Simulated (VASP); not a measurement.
# Ga (I4/mmm) in VASP: notebook

The runs below take Ga through electric field gradients, with LDA.

Program: VASP 6.6.1. These are calculated values, not measurements. Logs are shortened: lines on timing, memory, paths and dates and some standing lists are left out, and cuts for length are marked.

## (1) The cell of the first run

It takes space group I4/mmm (No. 139, tetragonal). The conventional cell has a = 2.760 Å, b = 2.760 Å, c = 4.382 Å, α = 90.00°, β = 90.00°, γ = 90.00°. Within 3.6 Å of Ga (site symmetry 4/mmm) lie 12 Ga at 2.76 to 2.93 Å.

## (2) Electric field gradients, LDA (16.70 Å³/atom)

Input file INCAR:

```
SYSTEM = Ga
PREC = Accurate
ENCUT = 520
EDIFF = 1E-8
ISMEAR = -1
SIGMA = 0.05
LREAL = .FALSE.
LASPH = .TRUE.
NELM = 60
ALGO = Normal
ISIF = 2
LWAVE = .FALSE.
LCHARG = .FALSE.
LEFG = .TRUE.
ISYM = 0
NBANDS = 12
```

Input file KPOINTS:

```
Automatic mesh
0
G
  14 14 16
  0 0 0
```

Input file POSCAR:

```
Ga
1.0
   -1.3801987918      1.3801987918      2.1912130391
    1.3801987918     -1.3801987918      2.1912130391
    1.3801987918      1.3801987918     -2.1912130391
Ga
1
Direct
    0.0000000000      0.0000000000      0.0000000000
```

Potentials or basis: VASP PAW LDA potentials, release 64 (Ga_d).

The run is started by

```bash
$ cat potpaw_LDA.64/Ga_d/POTCAR > POTCAR
$ mpirun -np 1 vasp_std > vasp.out
```

OUTCAR:

```text
SYSTEM = Ga
   PREC = Accurate
   ENCUT = 520
   EDIFF = 1E-8
   ISMEAR = -1
   LREAL = .FALSE.
   LASPH = .TRUE.
   NELM = 60
   ISIF = 2
   ISYM = 0

 ion  position               nearest neighbor table
   1  0.000  0.000  0.000-

IMPORTANT INFORMATION: All symmetrisations will be switched off!
NOSYMM: (Re-)initialisation of all symmetry stuff for point group C_1.

----------------------------------------------------------------------------------------

                                     Primitive cell

  volume of cell :      16.6966

  direct lattice vectors                    reciprocal lattice vectors
    -1.380198792  1.380198792  2.191213039     0.000000000  0.362266655  0.228184111
     1.380198792 -1.380198792  2.191213039     0.362266655  0.000000000  0.228184111
     1.380198792  1.380198792 -2.191213039     0.362266655  0.362266655  0.000000000

  length of vectors
     2.934503705  2.934503705  2.934503705     0.428141470  0.428141470  0.512322417

  position of ions in fractional coordinates (direct lattice)
     0.000000000  0.000000000  0.000000000

  ion indices of the primitive-cell ions
   primitive index   ion index
                 1           1

----------------------------------------------------------------------------------------

 KPOINTS: Automatic mesh

Automatic generation of k-mesh.
 Grid dimensions read from file:
 generate k-points for:   14   14   16

 Generating k-lattice:

  Cartesian coordinates                     Fractional coordinates (reciprocal lattice)
     0.000000000  0.025876190  0.016298865     0.071428571  0.000000000  0.000000000
     0.025876190  0.000000000  0.016298865     0.000000000  0.071428571  0.000000000
     0.022641666  0.022641666  0.000000000     0.000000000  0.000000000  0.062500000

  Length of vectors
     0.030581534  0.030581534  0.032020151

  Shift w.r.t. Gamma in fractional coordinates (k-lattice)
     0.000000000  0.000000000  0.000000000

 -----------------------------------------------------------------------------
|                                                                             |
|           W    W    AA    RRRRR   N    N  II  N    N   GGGG   !!!           |
|           W    W   A  A   R    R  NN   N  II  NN   N  G    G  !!!           |
|           W    W  A    A  R    R  N N  N  II  N N  N  G       !!!           |
|           W WW W  AAAAAA  RRRRR   N  N N  II  N  N N  G  GGG   !            |
|           WW  WW  A    A  R   R   N   NN  II  N   NN  G    G                |
|           W    W  A    A  R    R  N    N  II  N    N   GGGG   !!!           |
|                                                                             |
|     Your reciprocal lattice and k-lattice belong to different lattice       |
|     classes:                                                                |
|                                                                             |
|        The reciprocal lattice is body-centered tetragonal,                  |
|        whereas your k-lattice is base-centered monoclinic.                  |
|                                                                             |
|     Results are often still useful ...                                      |
|                                                                             |
 -----------------------------------------------------------------------------

 WARNING: IBZKPT: internal override: KBLOWUP is changed to .FALSE.
      ... skipping the blow-up phase ...

 Subroutine IBZKPT returns following result:
 ===========================================

 Found   1572 irreducible k-points:

 Following reciprocal coordinates:
            Coordinates               Weight
  0.000000  0.000000  0.000000      1.000000
  0.071429  0.000000  0.000000      2.000000
  0.142857  0.000000  0.000000      2.000000
  0.214286 -0.000000  0.000000      2.000000
  0.285714  0.000000  0.000000      2.000000
  0.357143 -0.000000 -0.000000      2.000000
[... 16 lines left out ...]
  0.000000  0.142857  0.000000      2.000000
  0.071429  0.142857  0.000000      2.000000
 [... further k-points ...]
   k-points           NKPTS =   1572   k-points in BZ     NKDIM =   1572   number of bands    NBANDS=     12
   number of dos      NEDOS =    301   number of ions     NIONS =      1
   total plane-waves  NPLWV =  13824
   dimension x,y,z NGX =    24 NGY =   24 NGZ =   24
   dimension x,y,z NGXF=    48 NGYF=   48 NGZF=   48
   ions per type =               1
   NGX,Y,Z   is equivalent  to a cutoff of  13.60, 13.60, 13.60 a.u.
   NGXF,Y,Z  is equivalent  to a cutoff of  27.19, 27.19, 27.19 a.u.
 SYSTEM =  Ga
   PREC   = accura    normal or accurate (medium, high low for compatibility)
   ISTART =      0    job   : 0-new  1-cont  2-samecut
   ICHARG =      2    charge: 1-file 2-atom 10-const
   ISPIN  =      1    spin polarized calculation?
   LNONCOLLINEAR =      F non collinear calculations
   LSORBIT =      F    spin-orbit coupling
   LASPH  =      T    aspherical Exc in radial PAW
   ENCUT  =  520.0 eV  38.22 Ry    6.18 a.u.   5.46  5.46  5.46*2*pi/ulx,y,z
   NELM   =     60;   NELMIN=  2; NELMDL= -5     # of ELM steps
   EDIFF  = 0.1E-07   stopping-criterion for ELM
   LREAL  =      F    real-space projection
   EDIFFG = 0.1E-06   stopping-criterion for IOM
   NSW    =      0    number of steps for IOM
   IBRION =     -1    ionic relax: 0-MD 1-quasi-New 2-CG
   NFREE  =      0    steps in history (QN), initial steepest desc. (CG)
   ISIF   =      2    stress and relaxation
   ISYM   =      0    0-nonsym 1-usesym 2-fastsym
   POTIM  = 0.5000    time-step for ionic-motion
   TEBEG  =    0.0;   TEEND  =   0.0 temperature during run
   PSTRESS=    0.0 pullay stress
   NELECT =      13.0000    total number of electrons
   NUPDOWN=      -1.0000    fix difference up-down
   EMIN   =  10.00;   EMAX   =-10.00  energy-range for DOS
   EFERMI =   0.00;   METHOD = LEGACY
   ISMEAR =    -1;   SIGMA  =   0.05  broadening in eV -4-tet -1-fermi 0-gaus
   EFERMI_NEDOS =   21; number of points for ismear=-14 and -15
   IALGO  =     38    algorithm
   IMIX   =      4    mixing-type and parameters
     AMIX     =   0.40;   BMIX     =  1.00
     AMIX_MAG =   1.60;   BMIX_MAG =  1.00
  volume/ion in A,a.u.               =      16.70       112.67
  Fermi-wavevector in a.u.,A,eV,Ry     =   1.506075  2.846069 30.861585  2.268262
  Thomas-Fermi vector in A             =   2.616840
   LORBIT       =      0    0 simple, 1 ext, 2 COOP (PROOUT), +10 PAW based schemes
   GGA     = CA    functional components
   LHFCALC =     F    Hartree Fock is set to
   AEXX    =    0.0000 exact exchange contribution
   IVDW    =     0    specifies the selected vdW correction
   LEPSILON=     F    determine dielectric tensor
   LRPA    =     F    only Hartree local field effects (RPA)
 non-spin polarized calculation
  energy-cutoff  :      520.00
  volume of cell :       16.70
 maximum number of plane-waves:       464
 NGX is ok and might be reduce to    24
   NGX = 11   NGY = 11   NGZ = 11

 number of electron      13.0000006 magnetization

 Free energy of the ion-electron system (eV)
  ---------------------------------------------------
  ext. energy  EPLUGINS =         0.00000000
  ---------------------------------------------------
  free energy    TOTEN  =        -3.56216000 eV

  energy without entropy =       -3.55953918  energy(sigma->0) =       -3.56084959

 E-fermi :   6.5336     XC(G=0): -11.9647

 val. band max:        6.5218944036   @ k =  -0.4286  -0.3571   0.4375
 cond. band min:       6.5560059516   @ k =   0.2143   0.0714   0.2500
 fundamental gap:      0.0341115480
 Fermi energy:         6.5335537062

 k-point     1 :       0.0000    0.0000    0.0000
  band No.  band energies     occupation
      1      -8.7152      2.00000
      2      -8.5650      2.00000
      3      -8.5645      2.00000
      4      -8.5368      2.00000
      5      -8.3808      2.00000
      6      -5.5225      2.00000
      7      19.9764      0.00000
      8      19.9772      0.00000
      9      20.0301      0.00000
     10      23.3669      0.00000
     11      23.5299      0.00000
     12      24.1591      0.00000

 k-point     2 :       0.0714    0.0000    0.0000
  band No.  band energies     occupation
      1      -8.7067      2.00000
      2      -8.5682      2.00000
      3      -8.5576      2.00000
      4      -8.5339      2.00000
      5      -8.3851      2.00000
      6      -5.3786      2.00000
      7      18.2189      0.00000
      8      19.5196      0.00000
      9      19.7937      0.00000
     10      22.4272      0.00000
     11      24.1239      0.00000
     12      24.5860      0.00000
[... 316 lines left out ...]
 k-point    24 :       0.0714    0.1429    0.0000
  band No.  band energies     occupation
      1      -8.6870      2.00000
      2      -8.5790      2.00000
      3      -8.5416      2.00000
      4      -8.5061      2.00000
      5      -8.3940      2.00000
      6      -4.6303      2.00000
      7      14.3462      0.00000
      8      16.8174      0.00000
      9      19.0728      0.00000
     10      22.2388      0.00000
     11      22.8993      0.00000
     12      25.2307      0.00000

 [... further k-points ...]
[... 5 lines left out ...]
  --------------------------------------------------------------------------------------
  -------------------------------------------------------------------------------------
  Total        0.2020750      0.2020747      0.1719250      0.0066405      0.0116550      0.0116550
  in kB       19.3907847     19.3907552     16.4976354      0.6372075      1.1183936      1.1183983
  external PRESSURE =      18.4263918 kB  Pullay stress =       0.0000000 kB

 VOLUME and BASIS-vectors are now :
 -----------------------------------------------------------------------------
  energy-cutoff  :      520.00
  volume of cell :       16.70
      direct lattice vectors                 reciprocal lattice vectors
    -1.380198792  1.380198792  2.191213039     0.000000000  0.362266655  0.228184111
     1.380198792 -1.380198792  2.191213039     0.362266655  0.000000000  0.228184111
     1.380198792  1.380198792 -2.191213039     0.362266655  0.362266655  0.000000000

 POSITION                                       TOTAL-FORCE (eV/Angst)
 -----------------------------------------------------------------------------------
      0.00000      0.00000      0.00000        -0.000000      0.000000      0.000000
 -----------------------------------------------------------------------------------
    total drift:                               -0.000000      0.000000      0.000000

  FREE ENERGIE OF THE ION-ELECTRON SYSTEM (eV)
  ---------------------------------------------------
  free  energy   TOTEN  =        -3.5621600013 eV

  energy  without entropy=       -3.5595391768  energy(sigma->0) =       -3.56084959

 Electric field gradients (V/A^2)
---------------------------------------------------------------------
 ion       V_xx      V_yy      V_zz      V_xy      V_xz      V_yz
---------------------------------------------------------------------
   1     -11.075   -11.075    22.149    -0.583     0.025     0.025
---------------------------------------------------------------------

 Electric field gradients after diagonalization (V/A^2)
 (convention: |V_zz| > |V_xx| > |V_yy|)
----------------------------------------------------------------------
 ion       V_xx      V_yy      V_zz     asymmetry (V_yy - V_xx)/ V_zz
----------------------------------------------------------------------
   1     -11.658   -10.491    22.149       0.053
----------------------------------------------------------------------

           NMR quadrupolar parameters

 Cq : quadrupolar parameter    Cq=e*Q*V_zz/h
 eta: asymmetry parameters     (V_yy - V_xx)/ V_zz
 Q  : nuclear electric quadrupole moment in mb (millibarn)
----------------------------------------------------------------------
 ion       Cq(MHz)       eta       Q (mb)
----------------------------------------------------------------------
   1       0.054       0.053       1.000
----------------------------------------------------------------------
```

Run time: 2.2 min. Hardware: 1 thread of Intel Xeon Platinum 8488C (Sapphire Rapids), shared host; peak memory 0.39 GiB.

What came out:

```yaml
Free_energy: -3.5622 eV
Pressure: 1.8 GPa
Band_gap_on_the_k_mesh: zero (an odd number of electrons rules out a gap without spin polarisation)
Largest_electric_field_gradient_by_atom: Ga +22.1 V/Å²
```

Stress tensor (GPa, compression positive):
```
1.94 0.06 0.11
0.06 1.94 0.11
0.11 0.11 1.65
```

Levels at points of the mesh, in eV from the Fermi level:
```tsv
k point	band 3	band 4	band 5	band 6	band 7	band 8	band 9	band 10
(0.00, 0.00, 0.00)	-15.10	-15.07	-14.91	-12.06	13.44	13.44	13.50	16.83
(0.50, 0.00, 0.00)	-15.08	-14.87	-14.83	-5.09	-4.55	8.99	12.30	13.29
(0.00, 0.50, 0.00)	-15.08	-14.87	-14.83	-5.09	-4.55	8.99	12.30	13.29
(0.50, 0.50, 0.00)	-14.87	-14.87	-14.75	-2.44	-1.29	4.21	5.13	8.48
(0.00, 0.00, 0.50)	-14.87	-14.87	-14.75	-2.44	-1.29	4.21	5.13	8.48
(0.50, 0.00, 0.50)	-15.08	-14.87	-14.83	-5.09	-4.55	8.99	12.30	13.29
(0.00, 0.50, 0.50)	-15.08	-14.87	-14.83	-5.09	-4.55	8.99	12.30	13.29
(0.50, 0.50, 0.50)	-14.84	-14.83	-14.83	-3.92	-3.90	6.70	6.70	10.11
```

Electric field gradients, principal values (V/Å²):
```tsv
atom	least	middle	greatest (by size)
1 Ga	-10.491	-11.658	22.149
```

Caveat: without QUAD_EFG the Cq values of the log hold for a quadrupole moment of 1 mb, not for the nuclei.

## (3) Electric field gradients, LDA (17.14 Å³/atom)

This run uses another cell than the first one, of 17.14 Å³/atom.

Input file INCAR:

```
SYSTEM = Ga
  PREC = Accurate
  ENCUT = 520
  EDIFF = 1E-8
  ISMEAR = -1
  SIGMA = 0.05
  LREAL = .False.
  LASPH = .True.
  NELM = 100
  ALGO = Normal
  ISIF = 2
  LWAVE = .False.
  LCHARG = .False.
  LEFG = .True.
  ISYM = 0
  NBANDS = 12
```

Input file KPOINTS:

```
Automatic mesh
0
Gamma
  14 14 16
  0 0 0
```

Input file POSCAR:

```
Ga
1.0
   -1.3922011228      1.3922011228      2.2102680220
    1.3922011228     -1.3922011228      2.2102680220
    1.3922011228      1.3922011228     -2.2102680220
Ga
1
Direct
    0.0000000000      0.0000000000      0.0000000000
```

Potentials or basis: VASP PAW LDA potentials, release 64 (Ga_d).

The run is started by

```bash
$ cat potpaw_LDA.64/Ga_d/POTCAR > POTCAR
$ mpirun -np 1 vasp_std > vasp.out
```

OUTCAR:

```text
SYSTEM = Ga
   PREC = Accurate
   ENCUT = 520
   EDIFF = 1E-8
   ISMEAR = -1
   LREAL = .False.
   LASPH = .True.
   NELM = 100
   ISIF = 2
   ISYM = 0

 ion  position               nearest neighbor table
   1  0.000  0.000  0.000-

IMPORTANT INFORMATION: All symmetrisations will be switched off!
NOSYMM: (Re-)initialisation of all symmetry stuff for point group C_1.

----------------------------------------------------------------------------------------

                                     Primitive cell

  volume of cell :      17.1360

[... 549 lines left out ...]

  FREE ENERGIE OF THE ION-ELECTRON SYSTEM (eV)
  ---------------------------------------------------
  free  energy   TOTEN  =        -3.5646945257 eV

  energy  without entropy=       -3.5620860734  energy(sigma->0) =       -3.56339030

 Electric field gradients (V/A^2)
---------------------------------------------------------------------
 ion       V_xx      V_yy      V_zz      V_xy      V_xz      V_yz
---------------------------------------------------------------------
   1     -10.725   -10.725    21.450    -0.111     0.147     0.147
---------------------------------------------------------------------

 Electric field gradients after diagonalization (V/A^2)
 (convention: |V_zz| > |V_xx| > |V_yy|)
----------------------------------------------------------------------
 ion       V_xx      V_yy      V_zz     asymmetry (V_yy - V_xx)/ V_zz
----------------------------------------------------------------------
   1     -10.837   -10.614    21.451       0.010
----------------------------------------------------------------------

           NMR quadrupolar parameters

 Cq : quadrupolar parameter    Cq=e*Q*V_zz/h
 eta: asymmetry parameters     (V_yy - V_xx)/ V_zz
 Q  : nuclear electric quadrupole moment in mb (millibarn)
----------------------------------------------------------------------
 ion       Cq(MHz)       eta       Q (mb)
----------------------------------------------------------------------
   1       0.052       0.010       1.000
----------------------------------------------------------------------
```

stdout:

```text
POSCAR found type information on POSCAR Ga
 POSCAR found :  1 types and       1 ions
 scaLAPACK will be used
 LDA part: xc-table for (Slater(with rela. corr.)+CA(PZ))
 , standard interpolation
 -----------------------------------------------------------------------------
|                                                                             |
[... 18 lines left out ...]
 FFT: planning ... GRIDC
 FFT: planning ... GRID_SOFT
 FFT: planning ... GRID
 WAVECAR not read
 entering main loop
ion   1

     0.0000481     0.1012241    -0.1338370   -17.2513638    -0.1338358    -0.0000018
     0.0000628     0.1012221    -0.1338349   -17.2510729    -0.1338338    -0.0000018
     0.0000820     0.1012191    -0.1338319   -17.2506329    -0.1338307    -0.0000018
     0.0001070     0.1012145    -0.1338272   -17.2499713    -0.1338261    -0.0000018
```

Wall time 3 min (1 thread of Intel Xeon Platinum 8488C (Sapphire Rapids), shared host); peak memory 0.39 GiB.

What came out:

```
Free energy                             : -3.5647 eV
Pressure                                : 0.0 GPa
Band gap on the k mesh                  : zero (an odd number of electrons rules out a gap without spin polarisation)
Largest electric field gradient by atom : Ga +21.5 V/Å²
```

Stress tensor (GPa, compression positive):
```
 0.08 -0.05  0.10
-0.05  0.08  0.10
 0.10  0.10 -0.12
```

Electric field gradients, principal values (V/Å²):
| atom | least | middle | greatest (by size) |
| --- | --- | --- | --- |
| 1 Ga | -10.614 | -10.837 | 21.451 |

Caveat: without QUAD_EFG the Cq values of the log hold for a quadrupole moment of 1 mb, not for the nuclei.

The gap in the log of VASP goes by the Fermi energy; the results here count the filled bands.